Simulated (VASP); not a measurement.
Wanted: the native input for a VASP 6.6.1 run.

```yaml
Task: relaxation of shape and atoms at fixed volume
Functional: PBE
Potentials_or_basis: VASP PAW PBE potentials, release 64 (W_sv)
Cutoff: 600 eV
k_mesh: 16 × 16 × 16
Occupations: fermi-dirac, width 0.05 eV
Spin: no spin polarisation
Dipole_correction: no
Further_INCAR_settings: ALGO = Normal; EDIFF = 1e-06; IBRION = 2; EDIFFG = -0.005; NSW = 50; ISIF = 4
```

The structure of W lies in POSCAR:

```
W
1.0
   -2.4147333163      2.4147333163      1.2690342760
    2.4147333163     -2.4147333163      1.2690342760
    2.4147333163      2.4147333163     -1.2690342760
W
2
Direct
   -0.3750000000     -0.1250000000     -0.2500000000
    0.3750000000      0.1250000000      0.2500000000
```

One way to write it, as run:

INCAR

```
ALGO = Normal
EDIFF = 1E-6
EDIFFG = -0.005
ENCUT = 600
GGA = PE
IBRION = 2
ISIF = 4
ISMEAR = -1
LASPH = T
LCHARG = F
LREAL = F
LWAVE = F
NELM = 80
NSW = 50
PREC = Accurate
SIGMA = 0.05
```

KPOINTS

```
k-points
0
Gamma
  16 16 16
```

Potentials or basis: VASP PAW PBE potentials, release 64 (W_sv).

The run is started by

```console
$ cat potpaw_PBE.64/W_sv/POTCAR > POTCAR
$ mpirun -np 1 vasp_std > vasp.out
```

It gave:

```json
{"Energy gained by relaxing": "0.5 meV/atom", "Ionic steps": "3", "Pressure after relaxing": "59.3 GPa", "Band gap on the k mesh": "zero (bands 14 and 15 overlap by 3.95 eV)"}
```

Caveat: spin-orbit coupling is left out, which moves the levels of the heavy elements.

Run time: 9.3 min on 1 thread of AMD EPYC 7R13 (shared host), peak memory 0.3 GiB.
